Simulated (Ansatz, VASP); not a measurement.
**Be4Se in VASP and in Ansatz**

```xyz
5
Lattice="2.6779 -3.3588 0.0000 2.6779 3.3588 0.0000 0.0000 0.0000 3.4575" Properties=species:S:1:pos:R:3 pbc="T T T"
Be    3.6395    0.0000    1.7288
Be    1.7162    0.0000    1.7288
Be    2.6779   -1.0615    0.0000
Be    2.6779    1.0615    0.0000
Se    0.0000    0.0000    0.0000
```

Change from the starting cell: species swapped into the OsCl4 type (Cmmm, No. 65).

Alike in both runs: functional PBE; k mesh 10 × 10 × 12; occupations gaussian, width 0.1 eV; no spin polarisation.

Ansatz relaxed the structure, and its values are those at the end. VASP's run is a single point on that final structure, the one shown.

|  | VASP | Ansatz |
| --- | --- | --- |
| version | VASP 6.6.1 | Ansatz 0.2.0 |
| potentials or method | VASP PAW PBE potentials, release 64 (Be, Se), cutoff 520 eV | scalar-relativistic, plane waves, PAW |
| valence electrons in the cell | 14 | 24 |

```tsv
	VASP	Ansatz	Ansatz less VASP
gap on the k mesh at the Fermi level (eV)	none	none	-
pressure (GPa)	0.1	0.0	-0.13
rms of the force components (eV/Å)	0.007	0.001	-0.0059
```

A gap of «none» marks a metal or a gap that the smearing closes. VASP's potentials hold 14 valence electrons a cell and Ansatz's 24, so a difference there can come from the potentials and not from the codes.
